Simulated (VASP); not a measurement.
# Ta2SiOF2 in VASP: notebook, part 2 of 2

VASP 6.6.1. The steps go on from the part before.

## Step 3: Single point, PBE, collinear spin

The input, INCAR:

```
PREC = Accurate
ENCUT = 520
EDIFF = 1E-7
ISMEAR = 0
SIGMA = 0.1
LREAL = False
LASPH = True
NELM = 150
ALGO = Normal
ISIF = 2
LWAVE = False
LCHARG = False
ISPIN = 2
MAGMOM = 1 1 0 0 0 0
LORBIT = 11
LMAXMIX = 4
GGA = PE
NBANDS = 36
```

The input, KPOINTS:

```
Automatic mesh
0
Gamma
  6 6 4
```

The input, POSCAR:

```
Ta2SiOF2
1.0
    4.7351764905      0.0000000000      0.0000000000
    0.0000000000      4.7351764905      0.0000000000
    0.0000000000      0.0000000000      4.1428600998
Ta Si O F
2 1 1 2
Direct
    0.5000000000      0.0000000000      0.9996325668
    0.0000000000      0.5000000000      0.0003674332
    0.5000000000      0.5000000000      0.0000000000
    0.0000000000      0.0000000000      0.0000000000
    0.5000000000      0.0000000000      0.4997878604
    0.0000000000      0.5000000000      0.5002121396
```

Potentials or basis: VASP PAW PBE potentials, release 64 (Ta_pv, Si, O, F).

The run is started by

```console
$ cat potpaw_PBE.64/Ta_pv/POTCAR potpaw_PBE.64/Si/POTCAR potpaw_PBE.64/O/POTCAR potpaw_PBE.64/F/POTCAR > POTCAR
$ mpirun -np 1 vasp_std > vasp.out
```

OUTCAR:

```text
PREC = Accurate
   ENCUT = 520
   EDIFF = 1E-7
   ISMEAR = 0
   LREAL = False
   LASPH = True
   NELM = 150
   ISIF = 2
   ISPIN = 2
   LORBIT = 11
   GGA = PE

 ion  position               nearest neighbor table
   1  0.500  0.000  1.000-   5 2.07   5 2.07   4 2.37   3 2.37   3 2.37   4 2.37   2 3.35   2 3.35
                             2 3.35   2 3.35
   2  0.000  0.500  0.000-   6 2.07   6 2.07   3 2.37   4 2.37   4 2.37   3 2.37   1 3.35   1 3.35
                             1 3.35   1 3.35
   3  0.500  0.500  0.000-   1 2.37   2 2.37   1 2.37   2 2.37
   4  0.000  0.000  0.000-   1 2.37   2 2.37   2 2.37   1 2.37
   5  0.500  0.000  0.500-   1 2.07   1 2.07
   6  0.000  0.500  0.500-   2 2.07   2 2.07

  LATTYP: Found a simple tetragonal cell.
 ALAT       =     4.7351764905
 C/A-ratio  =     0.8749114438

  Lattice vectors:

 A1 = (   4.7351764905,   0.0000000000,   0.0000000000)
 A2 = (   0.0000000000,   4.7351764905,   0.0000000000)
 A3 = (   0.0000000000,   0.0000000000,   4.1428600998)
[... 2046 lines left out ...]
  -------------------------------------------------------------------------------------
  Total       -0.0465573     -0.0465573      0.1588866      0.0000000      0.0000000      0.0000000
  in kB       -0.8030190     -0.8030190      2.7404717      0.0000000      0.0000000      0.0000000
  external PRESSURE =       0.3781446 kB  Pullay stress =       0.0000000 kB

 VOLUME and BASIS-vectors are now :
 -----------------------------------------------------------------------------
  energy-cutoff  :      520.00
  volume of cell :       92.89
      direct lattice vectors                 reciprocal lattice vectors
     4.735176490  0.000000000  0.000000000     0.211185370  0.000000000  0.000000000
     0.000000000  4.735176490  0.000000000     0.000000000  0.211185370  0.000000000
     0.000000000  0.000000000  4.142860100     0.000000000  0.000000000  0.241379138

 POSITION                                       TOTAL-FORCE (eV/Angst)
 -----------------------------------------------------------------------------------
      2.36759      0.00000      4.14134        -0.000000      0.000000      0.002729
      0.00000      2.36759      0.00152         0.000000      0.000000     -0.002729
      2.36759      2.36759      0.00000         0.000000     -0.000000      0.000000
      0.00000      0.00000      0.00000         0.000000      0.000000      0.000000
      2.36759      0.00000      2.07055        -0.000000      0.000000      0.000890
      0.00000      2.36759      2.07231         0.000000      0.000000     -0.000890
 -----------------------------------------------------------------------------------
    total drift:                                0.000000     -0.000000     -0.000000

  FREE ENERGIE OF THE ION-ELECTRON SYSTEM (eV)
  ---------------------------------------------------
  free  energy   TOTEN  =       -45.2808904278 eV

  energy  without entropy=      -45.2594256727  energy(sigma->0) =      -45.27015805

 total charge

# of ion       s       p       d       tot
------------------------------------------
    1        0.294   6.167   2.263   8.723
    2        0.294   6.167   2.263   8.723
    3        0.831   1.072   0.000   1.903
    4        1.552   3.348   0.000   4.900
    5        1.736   4.373   0.000   6.109
    6        1.736   4.373   0.000   6.109
--------------------------------------------------
tot          6.442  25.499   4.527  36.467

 magnetization (x)

# of ion       s       p       d       tot
------------------------------------------
    1        0.000   0.000   0.000   0.000
    2        0.000   0.000   0.000   0.000
    3        0.000   0.000   0.000   0.000
    4        0.000   0.000   0.000   0.000
    5        0.000   0.000   0.000   0.000
    6        0.000   0.000   0.000   0.000
--------------------------------------------------
tot          0.000   0.000   0.000   0.000
```

It took 1.9 min on 1 thread of AMD EPYC 9R45 (Zen 5), shared host; peak memory 0.3 GiB.

Results:

| Property | Result |
| --- | --- |
| Free energy | -45.2809 eV |
| Pressure | 0.0 GPa |
| Band gap on the k mesh | zero (filled and empty bands overlap) |
| Net moment | 0.00 μB per cell |
| Valence electrons inside the program's atomic spheres | Ta 8.72; Si 1.90; O 4.90; F 6.11 |

Forces on the atoms (eV/Å):
```
Ta   0.000  0.000  0.003
Ta   0.000  0.000 -0.003
Si   0.000  0.000  0.000
O    0.000  0.000  0.000
F    0.000  0.000  0.001
F    0.000  0.000 -0.001
```

Stress tensor (GPa, compression positive):
```
-0.08  0.00  0.00
 0.00 -0.08  0.00
 0.00  0.00  0.27
```

Levels at points of the mesh, in eV from the Fermi level:
Spin up:
```
           k point  band 20  band 21  band 22  band 23  band 24  band 25  band 26  band 27
(0.00, 0.00, 0.00)    -3.13    -1.29    -1.29     0.02     0.17     0.17     0.49     0.49
(0.50, 0.00, 0.00)    -4.40    -2.55    -2.01    -0.75    -0.21    -0.21     0.66     1.18
(0.50, 0.50, 0.00)    -4.63    -4.63    -3.04     0.61     0.73     0.86     1.58     1.58
(0.00, 0.00, 0.50)    -3.04    -1.36     0.03     0.03     0.05     0.08     0.08     1.01
(0.50, 0.00, 0.50)    -4.24    -2.63    -1.66    -0.16     0.48     0.95     1.36     1.55
(0.50, 0.50, 0.50)    -4.53    -4.17    -1.82     1.51     1.67     1.67     1.80     1.89
```
Spin down:
| k point | band 20 | band 21 | band 22 | band 23 | band 24 | band 25 | band 26 | band 27 |
| --- | --- | --- | --- | --- | --- | --- | --- | --- |
| (0.00, 0.00, 0.00) | -3.13 | -1.29 | -1.29 | 0.02 | 0.17 | 0.17 | 0.49 | 0.49 |
| (0.50, 0.00, 0.00) | -4.40 | -2.55 | -2.01 | -0.75 | -0.21 | -0.21 | 0.66 | 1.18 |
| (0.50, 0.50, 0.00) | -4.62 | -4.62 | -3.04 | 0.61 | 0.73 | 0.86 | 1.58 | 1.58 |
| (0.00, 0.00, 0.50) | -3.04 | -1.36 | 0.03 | 0.03 | 0.05 | 0.08 | 0.08 | 1.01 |
| (0.50, 0.00, 0.50) | -4.24 | -2.63 | -1.66 | -0.16 | 0.48 | 0.95 | 1.36 | 1.55 |
| (0.50, 0.50, 0.50) | -4.53 | -4.17 | -1.82 | 1.51 | 1.67 | 1.67 | 1.80 | 1.89 |

Caveat: the k points lie up to 0.38 Å⁻¹ apart, too coarse for converged energies and pressures of a metal; spin-orbit coupling is left out, which moves the levels of the heavy elements.

## Step 4: Single point, PBE, collinear spin

The input, INCAR:

```
PREC = Accurate
ENCUT = 700
EDIFF = 1E-6
ISMEAR = 0
SIGMA = 0.1
LREAL = False
LASPH = True
NELM = 200
ALGO = Normal
ISIF = 2
LWAVE = False
LCHARG = False
ISPIN = 2
MAGMOM = 1 1 0 0 0 0
LORBIT = 11
LMAXMIX = 4
GGA = PE
NBANDS = 38
GGA_COMPAT = False
```

KPOINTS is that of step 3.

POSCAR is that of step 3.

Potentials or basis: VASP PAW PBE potentials, release 64 (Ta_sv_GW, Si, O, F).

The run is started by

```console
$ cat potpaw_PBE.64/Ta_sv_GW/POTCAR potpaw_PBE.64/Si/POTCAR potpaw_PBE.64/O/POTCAR potpaw_PBE.64/F/POTCAR > POTCAR
$ mpirun -np 1 vasp_std > vasp.out
```

OUTCAR:

```text
PREC = Accurate
   ENCUT = 700
   EDIFF = 1E-6
   ISMEAR = 0
   LREAL = False
   LASPH = True
   NELM = 200
   ISIF = 2
   ISPIN = 2
   LORBIT = 11
   GGA = PE

 ion  position               nearest neighbor table
   1  0.500  0.000  1.000-   5 2.07   5 2.07   4 2.37   3 2.37   3 2.37   4 2.37
   2  0.000  0.500  0.000-   6 2.07   6 2.07   3 2.37   4 2.37   4 2.37   3 2.37
   3  0.500  0.500  0.000-   1 2.37   2 2.37   1 2.37   2 2.37
   4  0.000  0.000  0.000-   1 2.37   2 2.37   2 2.37   1 2.37
   5  0.500  0.000  0.500-   1 2.07   1 2.07
   6  0.000  0.500  0.500-   2 2.07   2 2.07

  LATTYP: Found a simple tetragonal cell.
 ALAT       =     4.7351764905
 C/A-ratio  =     0.8749114438

  Lattice vectors:

 A1 = (   4.7351764905,   0.0000000000,   0.0000000000)
 A2 = (   0.0000000000,   4.7351764905,   0.0000000000)
[... 2143 lines left out ...]
  -------------------------------------------------------------------------------------
  Total       -0.2088328     -0.2088328     -0.1049485      0.0000000      0.0000000      0.0000000
  in kB       -3.6019410     -3.6019410     -1.8101484      0.0000000      0.0000000      0.0000000
  external PRESSURE =      -3.0046768 kB  Pullay stress =       0.0000000 kB

 VOLUME and BASIS-vectors are now :
 -----------------------------------------------------------------------------
  energy-cutoff  :      700.00
  volume of cell :       92.89
      direct lattice vectors                 reciprocal lattice vectors
     4.735176490  0.000000000  0.000000000     0.211185370  0.000000000  0.000000000
     0.000000000  4.735176490  0.000000000     0.000000000  0.211185370  0.000000000
     0.000000000  0.000000000  4.142860100     0.000000000  0.000000000  0.241379138

 POSITION                                       TOTAL-FORCE (eV/Angst)
 -----------------------------------------------------------------------------------
      2.36759      0.00000      4.14134        -0.000000      0.000000      0.002593
      0.00000      2.36759      0.00152         0.000000      0.000000     -0.002593
      2.36759      2.36759      0.00000         0.000000     -0.000000      0.000000
      0.00000      0.00000      0.00000         0.000000      0.000000      0.000000
      2.36759      0.00000      2.07055         0.000000      0.000000      0.001017
      0.00000      2.36759      2.07231         0.000000      0.000000     -0.001017
 -----------------------------------------------------------------------------------
    total drift:                                0.000000      0.000000     -0.000000

  FREE ENERGIE OF THE ION-ELECTRON SYSTEM (eV)
  ---------------------------------------------------
  free  energy   TOTEN  =       -50.3267434485 eV

  energy  without entropy=      -50.3054711020  energy(sigma->0) =      -50.31610728

 total charge

# of ion       s       p       d       f       tot
--------------------------------------------------
    1        3.068   6.034   2.215   0.080  11.399
    2        3.068   6.034   2.215   0.080  11.399
    3        0.831   1.073   0.000   0.000   1.904
    4        1.548   3.351   0.000   0.000   4.899
    5        1.731   4.377   0.000   0.000   6.108
    6        1.731   4.377   0.000   0.000   6.108
--------------------------------------------------
tot         11.977  25.247   4.431   0.161  41.816

 magnetization (x)

# of ion       s       p       d       f       tot
--------------------------------------------------
    1       -0.000  -0.000   0.000   0.000   0.000
    2       -0.000  -0.000   0.000   0.000   0.000
    3       -0.000  -0.000   0.000   0.000  -0.000
    4       -0.000  -0.000   0.000   0.000  -0.000
    5       -0.000  -0.000   0.000   0.000  -0.000
    6       -0.000  -0.000   0.000   0.000  -0.000
--------------------------------------------------
tot         -0.000  -0.000   0.000   0.000  -0.000
```

stdout:

```text
POSCAR found type information on POSCAR TaSiO F
 POSCAR found :  4 types and       6 ions
 scaLAPACK will be used
 LDA part: xc-table for (Slater+PW92), standard interpolation
 POSCAR, INCAR and KPOINTS ok, starting setup
 FFT: planning ... GRIDC
 FFT: planning ... GRID_SOFT
 FFT: planning ... GRID
 WAVECAR not read
 entering main loop
```

Run time: 4.9 min. Hardware: 1 thread of Intel Xeon Platinum 8488C (Sapphire Rapids), shared host; peak memory 0.47 GiB.

Results:

```yaml
Free_energy: -50.3267 eV
Pressure: -0.3 GPa
Band_gap_on_the_k_mesh: zero (filled and empty bands overlap)
Net_moment: 0.00 μB per cell
Valence_electrons_inside_the_program's_atomic_spheres: Ta 11.40; Si 1.90; O 4.90; F 6.11
```

Forces on the atoms (eV/Å):
```
Ta   0.000  0.000  0.003
Ta   0.000  0.000 -0.003
Si   0.000  0.000  0.000
O    0.000  0.000  0.000
F    0.000  0.000  0.001
F    0.000  0.000 -0.001
```

Stress tensor (GPa, compression positive):
```
-0.36  0.00  0.00
 0.00 -0.36  0.00
 0.00  0.00 -0.18
```

Caveat: the k points lie up to 0.38 Å⁻¹ apart, too coarse for converged energies and pressures of a metal; spin-orbit coupling is left out, which moves the levels of the heavy elements.

## Step 5: Overview

```tsv
potentials or basis	spin	cell	k mesh	cutoff (eV)	gap on the mesh (eV)	pressure (GPa)	moment (μB)
VASP PAW PBE potentials, release 64 (Ta_pv, Si, O, F)	off	a = 4.737, b = 4.737, c = 4.140 Å, 6 atoms, atomic positions A	8 × 8 × 10	520	none	0.1	-
VASP PAW PBE potentials, release 64 (Ta_pv, Si, O, F)	collinear	a = 4.735, b = 4.735, c = 4.143 Å, 6 atoms, atomic positions B	6 × 6 × 4	520	none	0.0	0.00
VASP PAW PBE potentials, release 64 (Ta_sv_GW, Si, O, F)	collinear	a = 4.735, b = 4.735, c = 4.143 Å, 6 atoms, atomic positions B	6 × 6 × 4	700	none	-0.3	0.00
```

Alike in all rows: task single point; level PBE; smearing gaussian 0.1 eV.

Caveats: some runs use coarse meshes; spin-orbit coupling is left out, which moves the levels of the heavy elements.

Total energies depend on the potentials used, so only differences within one code and one set of settings carry meaning.
